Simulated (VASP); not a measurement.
# TaSi2 (P1) in VASP: further runs

Runs on TaSi2. Level: PBE. Tasks: single point.

Everything below comes from runs of VASP 6.6.1. Logs are shortened: lines on timing, memory, paths and dates and some standing lists are left out, and cuts for length are marked.

### 1 The cell of the first run

The typed cell holds 36 atoms: a = 8.253 Å, b = 8.253 Å, c = 9.717 Å, α = 72.88°, β = 72.88°, γ = 61.30°.

### 2 Single point, PBE

Contents of INCAR:

```
SYSTEM = TaSi2
  PREC = Accurate
  ENCUT = 520
  EDIFF = 1E-7
  ISMEAR = -1
  SIGMA = 0.24
  LREAL = Auto
  LASPH = .TRUE.
  NELM = 60
  ALGO = Normal
  ISIF = 2
  LWAVE = .FALSE.
  LCHARG = .TRUE.
  GGA = PE
  LELF = .TRUE.
  LVHAR = .TRUE.
  NBANDS = 138
  LUSENCCL = .FALSE.
```

Contents of KPOINTS:

```
regular mesh
0
G
  2 2 2
  0 0 0
```

Contents of POSCAR:

```
TaSi2
1.0
   -2.4291870000      4.2074760000      6.6716260000
    4.8583750000      0.0000000000      6.6716260000
    4.8583750000      8.4149520000      0.0000000000
Ta Si
12 24
Direct
   -0.0117110419      0.4760056532      0.0007693363
    0.4102183016      0.3960918843      0.0314578552
    0.3115651775      0.8512697895      0.0958884843
    0.0342058393      0.4893097174      0.4921691475
    0.4162291423      0.4435912373      0.5202080622
    0.3212425483      0.8509754387      0.5896622688
    0.5284356766     -0.0217226204      0.2177694624
    0.9237711540      0.9207716906      0.2878037855
    0.8173956723      0.3277524520      0.3329225558
    0.4970493161     -0.0146481743      0.7589558362
    0.9017119278      0.9179494261      0.8073449147
    0.8600584948      0.3373407599      0.8411485323
    0.3075564476      0.1769431332      1.0003460065
    0.0582937538      0.7713390823      0.0491423397
    0.1193622230      0.0427571763      0.3540942731
    0.1793009812      0.3238447287      0.2479628434
    0.7412302600      0.1018625633      0.0325006572
   -0.0111963956      0.1708726125      0.1024496118
    0.3677770737      0.1494581550      0.5013560136
    0.0441652145      0.7562843311      0.5665006669
    0.1637504966     -0.0081212692      0.8473279129
    0.2091837528      0.2998225974      0.7577422165
    0.7284356187      0.0555112033      0.5503922799
    0.0248253793      0.1867422355      0.5891356020
    0.8292512801      0.6502231389      0.2232389610
    0.5519637773      0.2346210822      0.2804324557
    0.6805209661      0.4970630292      0.5850092036
    0.6415015519      0.8444480502      0.5099610332
    0.2549662004      0.5892957532      0.2933986826
    0.5301298363      0.6722007500      0.3213793064
    0.8373618359      0.6433116911      0.7460434917
    0.6230036650      0.2073936025      0.8238344118
    0.6297905791      0.5379757195      0.0824331801
    0.6588437599      0.8548951697     -0.0136149686
    0.1914183605      0.5955262314      0.7922816247
    0.4616789616      0.6766942026      0.8139080115
```

Potentials or basis: VASP PAW PBE potentials, release 64 (Ta_pv, Si).

Command:

```sh
$ cat potpaw_PBE.64/Ta_pv/POTCAR potpaw_PBE.64/Si/POTCAR > POTCAR
$ mpirun -np 1 vasp_std > vasp.out
```

OUTCAR:

```text
SYSTEM = TaSi2
   PREC = Accurate
   ENCUT = 520
   EDIFF = 1E-7
   ISMEAR = -1
   LREAL = Auto
   LASPH = .TRUE.
   NELM = 60
   ISIF = 2
   GGA = PE

 ion  position               nearest neighbor table
   1  0.988  0.476  0.001-  18 2.42  35 2.51  13 2.61  25 2.61  33 2.65  31 2.78  22 2.82  12 2.83
                            16 2.90  14 2.95  34 3.00   9 3.25   2 3.31  11 3.41
   2  0.410  0.396  0.031-  13 2.45  16 2.53  32 2.59  17 2.64  26 2.70  36 2.75  33 2.79  35 2.96
                            29 3.03  14 3.07   7 3.20   1 3.31  12 3.49
   3  0.312  0.851  0.096-  13 2.56  29 2.56  14 2.66  33 2.66  18 2.70  21 2.72  34 2.76  30 2.85
                            15 2.98   8 3.07   7 3.08  36 3.12  10 3.29
   4  0.034  0.489  0.492-  24 2.43  29 2.48  20 2.56  16 2.76  27 2.76  31 2.80  19 2.83  22 2.97
                             5 3.08  25 3.14  28 3.16   8 3.35  12 3.39   9 3.54
   5  0.416  0.444  0.520-  30 2.58  29 2.59  27 2.69  19 2.71  22 2.77  20 2.92  26 2.94  35 2.97
                            23 2.99   4 3.08   9 3.10   6 3.30
   6  0.321  0.851  0.590-  36 2.49  28 2.50  19 2.53  24 2.67  21 2.77  35 2.82  20 2.83  15 2.85
                            27 3.00  30 3.02  10 3.17   5 3.30  11 3.36   7 3.60
   7  0.528  0.978  0.218-  30 2.42  26 2.47  34 2.47  17 2.48  25 2.65  13 2.80  16 2.94  28 2.98
                             3 3.08  15 3.08  19 3.11   2 3.20   8 3.31   6 3.60
   8  0.924  0.921  0.288-  18 2.47  15 2.57  14 2.64  29 2.79  23 2.81  28 2.85  20 2.88  17 2.92
                            26 2.92  25 2.96   3 3.07   9 3.17   7 3.31   4 3.35
   9  0.817  0.328  0.333-  15 2.48  25 2.60  18 2.60  30 2.69  23 2.82  16 2.84  27 2.85  26 2.86
[... 41 lines left out ...]
  30  0.530  0.672  0.321-  25 2.31   7 2.42   5 2.58  33 2.61   9 2.69  29 2.77   3 2.85  27 2.86
                             6 3.02
  31  0.837  0.643  0.746-  12 2.35  20 2.38   1 2.78   4 2.80  11 2.81  28 2.83  36 2.86  10 2.87
                            35 2.91  34 2.93  22 3.02  27 3.06
  32  0.623  0.207  0.824-  17 2.27  11 2.40   2 2.59  12 2.71  13 2.74  10 2.78  34 2.79  27 2.92
                            23 2.99
  33  0.630  0.538  0.082-  34 2.61  30 2.61   1 2.65   3 2.66   2 2.79  26 2.89   9 2.91  12 2.91
                            36 2.98  25 3.00  18 3.06  29 3.08
  34  0.659  0.855  0.986-  11 2.39   7 2.47  10 2.60  33 2.61  17 2.62  25 2.73   3 2.76  32 2.79
                            13 2.84  31 2.93   1 3.00
  35  0.191  0.596  0.792-  22 2.49   1 2.51  20 2.52  11 2.59  36 2.69   6 2.82  31 2.91  14 2.92
                             2 2.96   5 2.97
  36  0.462  0.677  0.814-   6 2.49  10 2.58  21 2.61  35 2.69  27 2.72   2 2.75  31 2.86  33 2.98
                             3 3.12  28 3.13  12 3.16

  LATTYP: Found a base centered monoclinic cell.
 ALAT       =    14.2002176943
 B/A-ratio  =     0.5925931563
 C/A-ratio  =     0.6842676579
 COS(beta)  =    -0.3421338466

  Lattice vectors:

 A1 = (   2.4291870000,  -4.2074760000,  -6.6716260000)
 A2 = (  -4.8583750000,   0.0000000000,  -6.6716260000)
 A3 = (   4.8583750000,   8.4149520000,   0.0000000000)

Analysis of symmetry for initial positions (statically):
=====================================================================
 Subroutine PRICEL returns:
 Original cell was already a primitive cell.

 Routine SETGRP: Setting up the symmetry group for a
 base centered monoclinic supercell.

 Subroutine GETGRP returns: Found  1 space group operations
 (whereof  1 operations were pure point group operations)
 out of a pool of  4 trial point group operations.

The static configuration has the point symmetry C_1 .

Analysis of symmetry for dynamics (positions and initial velocities):
=====================================================================
 Subroutine PRICEL returns:
 Original cell was already a primitive cell.

 Routine SETGRP: Setting up the symmetry group for a
 base centered monoclinic supercell.

 Subroutine GETGRP returns: Found  1 space group operations
 (whereof  1 operations were pure point group operations)
 out of a pool of  4 trial point group operations.

The dynamic configuration has the point symmetry C_1 .

 Subroutine INISYM returns: Found  1 space group operations
 (whereof  1 operations are pure point group operations),
 and found     1 'primitive' translations

----------------------------------------------------------------------------------------

                                     Primitive cell

  volume of cell :     545.5120

  direct lattice vectors                    reciprocal lattice vectors
    -2.429187000  4.207476000  6.671626000    -0.102915075  0.059418048  0.074944253
     4.858375000  0.000000000  6.671626000     0.102915075 -0.059418048  0.074944245
     4.858375000  8.414952000  0.000000000     0.051457537  0.089127067 -0.037472126

  length of vectors
     8.253144689  8.253144923  9.716749704     0.140494335  0.140494331  0.109524757

  position of ions in fractional coordinates (direct lattice)
     0.988288958  0.476005653  0.000769336
     0.410218302  0.396091884  0.031457855
     0.311565178  0.851269790  0.095888484
     0.034205839  0.489309717  0.492169148
     0.416229142  0.443591237  0.520208062
     0.321242548  0.850975439  0.589662269
[... 28 lines left out ...]
     0.191418361  0.595526231  0.792281625
     0.461678962  0.676694203  0.813908011

  ion indices of the primitive-cell ions
   primitive index   ion index
                 1           1
                 2           2
                 3           3
                 4           4
                 5           5
                 6           6
[... 28 lines left out ...]
                35          35
                36          36

----------------------------------------------------------------------------------------

 KPOINTS: regular mesh

Automatic generation of k-mesh.
 Grid dimensions read from file:
 generate k-points for:    2    2    2

 Generating k-lattice:

  Cartesian coordinates                     Fractional coordinates (reciprocal lattice)
    -0.051457537  0.029709024  0.037472126     0.500000000  0.000000000  0.000000000
     0.051457537 -0.029709024  0.037472123    -0.000000000  0.500000000  0.000000000
     0.025728769  0.044563533 -0.018736063     0.000000000  0.000000000  0.500000000

  Length of vectors
     0.070247167  0.070247165  0.054762379

  Shift w.r.t. Gamma in fractional coordinates (k-lattice)
     0.000000000  0.000000000  0.000000000

 Subroutine IBZKPT returns following result:
 ===========================================

 Found      8 irreducible k-points:

 Following reciprocal coordinates:
            Coordinates               Weight
  0.000000  0.000000  0.000000      1.000000
  0.500000  0.000000  0.000000      1.000000
  0.000000  0.500000  0.000000      1.000000
  0.500000  0.500000  0.000000      1.000000
  0.000000  0.000000  0.500000      1.000000
  0.500000  0.000000  0.500000      1.000000
  0.000000  0.500000  0.500000      1.000000
  0.500000  0.500000  0.500000      1.000000
   k-points           NKPTS =      8   k-points in BZ     NKDIM =      8   number of bands    NBANDS=    138
   number of dos      NEDOS =    301   number of ions     NIONS =     36
   total plane-waves  NPLWV = 294912
   dimension x,y,z NGX =    64 NGY =   64 NGZ =   72
   dimension x,y,z NGXF=   128 NGYF=  128 NGZF=  144
   ions per type =              12  24
   NGX,Y,Z   is equivalent  to a cutoff of  12.89, 12.89, 12.32 a.u.
   NGXF,Y,Z  is equivalent  to a cutoff of  25.78, 25.78, 24.64 a.u.
 SYSTEM =  TaSi2
   PREC   = accura    normal or accurate (medium, high low for compatibility)
   ISTART =      0    job   : 0-new  1-cont  2-samecut
   ICHARG =      2    charge: 1-file 2-atom 10-const
   ISPIN  =      1    spin polarized calculation?
   LNONCOLLINEAR =      F non collinear calculations
   LSORBIT =      F    spin-orbit coupling
   LASPH  =      T    aspherical Exc in radial PAW
   ENCUT  =  520.0 eV  38.22 Ry    6.18 a.u.  15.35 15.35 18.07*2*pi/ulx,y,z
   NELM   =     60;   NELMIN=  2; NELMDL= -5     # of ELM steps
   EDIFF  = 0.1E-06   stopping-criterion for ELM
   LREAL  =      T    real-space projection
   EDIFFG = 0.1E-05   stopping-criterion for IOM
   NSW    =      0    number of steps for IOM
   IBRION =     -1    ionic relax: 0-MD 1-quasi-New 2-CG
   NFREE  =      0    steps in history (QN), initial steepest desc. (CG)
   ISIF   =      2    stress and relaxation
   ISYM   =      2    0-nonsym 1-usesym 2-fastsym
   POTIM  = 0.5000    time-step for ionic-motion
   TEBEG  =    0.0;   TEEND  =   0.0 temperature during run
   PSTRESS=    0.0 pullay stress
   NELECT =     228.0000    total number of electrons
   NUPDOWN=      -1.0000    fix difference up-down
   EMIN   =  10.00;   EMAX   =-10.00  energy-range for DOS
   EFERMI =   0.00;   METHOD = LEGACY
   ISMEAR =    -1;   SIGMA  =   0.24  broadening in eV -4-tet -1-fermi 0-gaus
   EFERMI_NEDOS =   21; number of points for ismear=-14 and -15
   IALGO  =     38    algorithm
   IMIX   =      4    mixing-type and parameters
     AMIX     =   0.40;   BMIX     =  1.00
     AMIX_MAG =   1.60;   BMIX_MAG =  1.00
  volume/ion in A,a.u.               =      15.15       102.26
  Fermi-wavevector in a.u.,A,eV,Ry     =   1.224010  2.313044 20.384258  1.498201
  Thomas-Fermi vector in A             =   2.359100
   LORBIT       =      0    0 simple, 1 ext, 2 COOP (PROOUT), +10 PAW based schemes
   GGA     = PE    functional components
   LHFCALC =     F    Hartree Fock is set to
   AEXX    =    0.0000 exact exchange contribution
   IVDW    =     0    specifies the selected vdW correction
   LEPSILON=     F    determine dielectric tensor
   LRPA    =     F    only Hartree local field effects (RPA)
 non-spin polarized calculation
  energy-cutoff  :      520.00
  volume of cell :      545.51
 maximum number of plane-waves:     14732
 NGX is ok and might be reduce to    64
   NGX = 31   NGY = 31   NGZ = 37

 number of electron     228.0000001 magnetization

 Free energy of the ion-electron system (eV)
  ---------------------------------------------------
  ext. energy  EPLUGINS =         0.00000000
  ---------------------------------------------------
  free energy    TOTEN  =      -279.54264670 eV

  energy without entropy =     -277.19163999  energy(sigma->0) =     -278.36714335

 E-fermi :   8.7964     XC(G=0): -11.8276

 val. band max:        8.7961883799   @ k =   0.0000   0.5000   0.0000
 cond. band min:       8.7985302422   @ k =   0.5000   0.5000   0.0000
 fundamental gap:      0.0023418623
 Fermi energy:         8.7963517290

 k-point     1 :       0.0000    0.0000    0.0000
  band No.  band energies     occupation
      1     -25.8096      2.00000
      2     -25.7909      2.00000
      3     -25.7457      2.00000
      4     -25.7341      2.00000
      5     -25.7259      2.00000
      6     -25.7169      2.00000
[... 1021 lines left out ...]
    125      10.2752      0.00421
    126      10.3010      0.00378
 [bands above 126 left out]

------------------------ aborting loop because EDIFF is reached ----------------------------------------

  FORCE on cell =-STRESS in cart. coord.  units (eV):
  Direction    XX          YY          ZZ          XY          YZ          ZX
  --------------------------------------------------------------------------------------
  -------------------------------------------------------------------------------------
  Total       12.3676821      8.6142835     16.7011727     -2.4914923    -10.4813212      3.6137156
  in kB       36.3240741     25.3002842     49.0516033     -7.3175517    -30.7838029     10.6135388
  external PRESSURE =      36.8919872 kB  Pullay stress =       0.0000000 kB

 VOLUME and BASIS-vectors are now :
 -----------------------------------------------------------------------------
  energy-cutoff  :      520.00
  volume of cell :      545.51
      direct lattice vectors                 reciprocal lattice vectors
    -2.429187000  4.207476000  6.671626000    -0.102915075  0.059418048  0.074944253
     4.858375000  0.000000000  6.671626000     0.102915075 -0.059418048  0.074944245
     4.858375000  8.414952000  0.000000000     0.051457537  0.089127067 -0.037472126

 POSITION                                       TOTAL-FORCE (eV/Angst)
 -----------------------------------------------------------------------------------
     -0.08439      4.16468      9.76923         1.773860     -0.276101      2.536187
      1.08070      1.99070      5.37940         1.994041      0.381002      2.703576
      3.84480      2.11780      7.75800        -1.650432      0.004996      0.088087
      4.68530      4.28550      3.49270         2.123066     -0.855480     -1.042207
      3.67140      6.12880      5.73640        -0.273092      1.748566     -1.728253
      6.21880      6.31360      7.82060        -1.259598     -1.337101     -1.918422
[... 28 lines left out ...]
      6.27750      7.47240      5.25020        -1.686695      1.080834      2.155011
      6.12040      8.79150      7.59480        -0.905237      2.236483     -0.713587
 -----------------------------------------------------------------------------------
    total drift:                                0.001271     -0.001796      0.003724

  FREE ENERGIE OF THE ION-ELECTRON SYSTEM (eV)
  ---------------------------------------------------
  free  energy   TOTEN  =      -279.5426466968 eV

  energy  without entropy=     -277.1916399936  energy(sigma->0) =     -278.36714335
```

Wall time 2.8 min (1 × NVIDIA H100 80GB with 1 thread of AMD EPYC 7R13 (Zen 3), shared host); peak memory 1.8 GiB.

What came out:

| Quantity | Value |
| --- | --- |
| Free energy | -279.5426 eV |
| Pressure | 3.7 GPa |
| Largest force | 5.006 eV/Å |
| Band gap on the k mesh | zero (bands 114 and 115 overlap by 0.26 eV) |

Forces on the atoms (eV/Å):
```
Ta   1.774 -0.276  2.536
Ta   1.994  0.381  2.704
Ta  -1.650  0.005  0.088
Ta   2.123 -0.855 -1.042
Ta  -0.273  1.749 -1.728
Ta  -1.260 -1.337 -1.918
Ta   4.668  1.087 -1.443
Ta   0.596  0.293 -2.672
Ta   1.397  0.033  0.081
Ta  -0.065 -0.016  0.363
Ta  -3.318 -1.107  1.820
Ta  -0.842 -1.042 -3.003
Si  -1.191  0.109 -0.412
Si  -1.038 -0.200 -0.360
Si  -2.277  1.919  0.207
Si   0.961  0.291 -0.447
Si  -0.706  2.370  0.751
Si  -1.242 -0.974 -0.665
Si   1.841 -1.236 -0.225
Si  -0.769 -0.971  2.151
Si   0.667 -0.346  0.084
Si   0.763 -1.207  0.138
Si   0.087 -0.089  3.067
Si  -1.050  0.100 -2.148
Si   0.391  1.097  1.729
Si   0.954  0.854  3.067
Si   0.415  0.164 -0.452
Si  -2.738  0.367  0.189
Si  -0.595 -0.524  0.498
Si   0.638 -0.135 -3.013
Si   1.979 -1.029  1.287
Si   1.858 -3.893  0.013
Si  -0.933  0.227 -0.687
Si  -0.566  0.873 -1.997
Si  -1.687  1.081  2.155
Si  -0.905  2.236 -0.714
```

Caveat: the k points lie up to 0.44 Å⁻¹ apart; spin-orbit coupling is left out, which moves the levels of the heavy elements; forces of over 1 eV/Å act on the atoms, so gaps and moduli don't describe the material at rest.

[end of part 1 of 3]

The gap in the log of VASP goes by the Fermi energy; the results here count the filled bands.